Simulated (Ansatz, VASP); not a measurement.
## Pb in VASP and in Ansatz

Contents of POSCAR:

```
Pb
1.0
    0.0000000000      2.4244952108      2.4244952108
    2.4244952108      0.0000000000      2.4244952108
    2.4244952108      2.4244952108      0.0000000000
Pb
1
Direct
    0.0000000000      0.0000000000      0.0000000000
```

Contents of INCAR.step1:

```
SYSTEM = Pb
ALGO = Normal ; EDIFF = 1E-4
ENCUT = 520 ; GGA = PE
ISMEAR = -1 ; LASPH = .True.
LCHARG = .False. ; LREAL = .False.
LWAVE = .True. ; NBANDS = 13
NELM = 100 ; PREC = Accurate
SIGMA = 0.05
```

INCAR.step2

```
SYSTEM = Pb
ALGO = Normal ; EDIFF = 1E-7
ENCUT = 520 ; ISIF = 2
ISMEAR = -1 ; ISTART = 1
IVDW = 12 ; LASPH = .True.
LCHARG = .False. ; LMIXTAU = .True.
LREAL = .False. ; LWAVE = .False.
METAGGA = R2SCAN ; NBANDS = 13
NELM = 100 ; PREC = Accurate
SIGMA = 0.05 ; VDW_A1 = 0.49484001
VDW_A2 = 5.73083694 ; VDW_S6 = 1.0
VDW_S8 = 0.78981345
```

The input KPOINTS:

```
k-points
0
Gamma
  9 9 9
  0 0 0
```

input.yaml

```yaml
crystal:
  lattice:
    - [0.0, 2.4244952108, 2.4244952108]
    - [2.4244952108, 0.0, 2.4244952108]
    - [2.4244952108, 2.4244952108, 0.0]
  atoms:
    - { symbol: Pb, position: [0.0, 0.0, 0.0] }
hamiltonian:
  xc: r2scan
  pseudopotentials: { kind: paw }
  dispersion: d3bj
kpoints:
  mp_grid: { grid: [9, 9, 9] }
scf:
  occupations: { method: fermi_dirac, width: 0.05 }
output:
  forces: true
  stress: true
  eigenvalues: true
  write_density: true
  write_potential: true
  elf: true
  volumetric_format: npy
```

Alike in both runs: task single point; functional r2SCAN; dispersion D3(BJ); k mesh 9 × 9 × 9; occupations fermi-dirac, width 0.05 eV; no spin polarisation.

```csv
,VASP,Ansatz
version,VASP 6.6.1,Ansatz 0.2.0
potentials or method,"VASP PAW PBE potentials, release 64 (Pb_d)",Ansatz PAW
plane-wave cutoff (eV),520,500
valence electrons in the cell,14,14
```

|  | VASP | Ansatz | Ansatz less VASP |
| --- | --- | --- | --- |
| gap on the k mesh at the Fermi level (eV) | none | none | - |
| pressure (GPa) | 3.6 | 3.6 | -0.01 |

VASP's potentials were made for PBE, not for r2SCAN. A gap of «none» marks a metal or a gap that the smearing closes.

Neither program's run includes spin-orbit coupling.
